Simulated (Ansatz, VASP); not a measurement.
One calculation of MgO, two programs

The input INCAR:

```
SYSTEM = MgO
ALGO = Normal
EDIFF = 1E-6
ENCUT = 520
GGA = PE
ISIF = 2
ISMEAR = -1
LASPH = .True.
LCHARG = .False.
LREAL = .False.
LWAVE = .False.
NBANDS = 11
NELM = 100
PREC = Accurate
SIGMA = 0.02
```

The input KPOINTS:

```
k-points
0
Gamma
  10 10 10
  0 0 0
```

File POSCAR:

```
MgO
1.0
    2.5173658230      0.0000000000      0.0000000000
    0.0000000000      2.6233491278      0.0000000000
    0.0000000000      0.0000000000      2.6233491278
Mg O
1 1
Direct
    0.0000000000      0.0000000000      0.0000000000
    0.5000000000      0.5000000000      0.5000000000
```

Input for Ansatz:

```yaml
crystal:
  lattice:
    - [2.517365823, 0.0, 0.0]
    - [0.0, 2.6233491278, 0.0]
    - [0.0, 0.0, 2.6233491278]
  atoms:
    - { symbol: Mg, position: [0.0, 0.0, 0.0] }
    - { symbol: O, position: [0.5, 0.5, 0.5] }
kpoints:
  mp_grid: { grid: [10, 10, 10] }
  band_path:
    path:
      - [0.0, 0.0, 0.0]
      - [0.0, 0.5, 0.0]
      - [0.5, 0.5, 0.0]
      - [0.5, 0.5, 0.5]
      - [0.0, 0.5, 0.5]
    npoints: 1
hamiltonian:
  xc: pbe
scf:
  occupations: { method: fermi_dirac, width: 0.02 }
  n_extra_bands: 4
output:
  forces: true
  stress: true
  eigenvalues: true
  write_density: true
  write_potential: true
  elf: true
  volumetric_format: npy
```

Change from the starting cell: uniaxial_x strain -4.0%.

Alike in both runs: task single point; functional PBE; k mesh 10 × 10 × 10; occupations fermi-dirac, width 0.02 eV; no spin polarisation.

|  | VASP | Ansatz |
| --- | --- | --- |
| version | VASP 6.6.1 | Ansatz 0.2.0 |
| potentials or method | VASP PAW PBE potentials, release 64 (Mg, O) | plane waves, PAW |
| plane-wave cutoff (eV) | 520 | 420 |
| valence electrons in the cell | 8 | 16 |

VASP gave:

| Property | Result |
| --- | --- |
| gap on the k mesh at the Fermi level (eV) | 2.65 |
| pressure (GPa) | 13.1 |
| traceless stress, the component that is largest in VASP (GPa) | 19.92 |

Q: Which values does Ansatz return?

A: gap on the k mesh at the Fermi level (eV): 2.66; pressure (GPa): 13.8; traceless stress, the component that is largest in VASP (GPa): 19.80.

The functional is the same, so the differences come from potentials, cutoffs and numerics. VASP's potentials hold 8 valence electrons a cell and Ansatz's 16, so a difference there can come from the potentials and not from the codes.
